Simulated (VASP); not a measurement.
BN:

```xyz
4
Lattice="2.5149 0.0000 0.0000 -1.2574 2.1779 0.0000 0.0000 0.0000 6.7030" Properties=species:S:1:pos:R:3 pbc="T T T"
B     0.0000    0.0000    3.3515
B    -0.0001    1.4520    0.0000
N     0.0000    0.0000    0.0000
N     1.2576    0.7259    3.3515
```

* Program: VASP 6.6.1
* Task: relaxation of cell and atoms
* Functional: PBE
* Potentials or basis: VASP PAW PBE potentials, release 64 (B, N)
* Cutoff: 600 eV
* k mesh: 8 × 8 × 3
* Occupations: fermi-dirac, width 0.1 eV
* Spin: non-collinear spin, zero start, spin-orbit coupling
* Starting moments: [[0.0, 0.0, 0.0], [0.0, 0.0, 0.0], [0.0, 0.0, 0.0], [0.0, 0.0, 0.0]] μB

At the start: pressure -0.1 GPa; volume 9.18 Å³/atom.

**Question.** How do energy, volume and symmetry change on relaxing?

**Answer.** Over 13 steps the energy falls by 8.1 meV/atom and the volume is 10.45 Å³/atom (+13.8 %); space group P-6m2 (No. 187, to 0.1 Å) before and after; moment 0.00 μB per cell.

Step by step:
```csv
step,energy change (eV),largest force (eV/Å),pressure (GPa),volume (Å³)
1,0.0000,0.0058,-0.05,36.71
2,-0.0023,0.0180,2.28,36.70
3,-0.0024,0.0155,2.05,36.70
4,-0.0043,0.0083,1.94,36.85
5,-0.0096,0.0135,1.68,37.30
6,-0.0180,0.0569,1.19,38.20
7,-0.0280,0.1431,0.35,40.01
8,-0.0265,0.3129,-1.18,43.65
9,-0.0309,0.2156,-0.31,41.55
10,-0.0306,0.2664,0.06,42.10
11,-0.0324,0.0180,-0.16,41.81
12,-0.0324,0.0134,-0.16,41.81
13,-0.0324,0.0042,0.12,41.79
```

Final structure:
```
B N
1.0
     2.51177    0.00001    0.00000
    -1.25588    2.17526    0.00000
     0.00000    0.00000    7.64931
B N
2 2
Direct
  0.00003 0.99997 0.50000
  0.33333 0.66667 0.00000
  0.99997 0.00003 0.00000
  0.66667 0.33333 0.50000
```

Caveat: the k points lie up to 0.36 Å⁻¹ apart in the final cell.
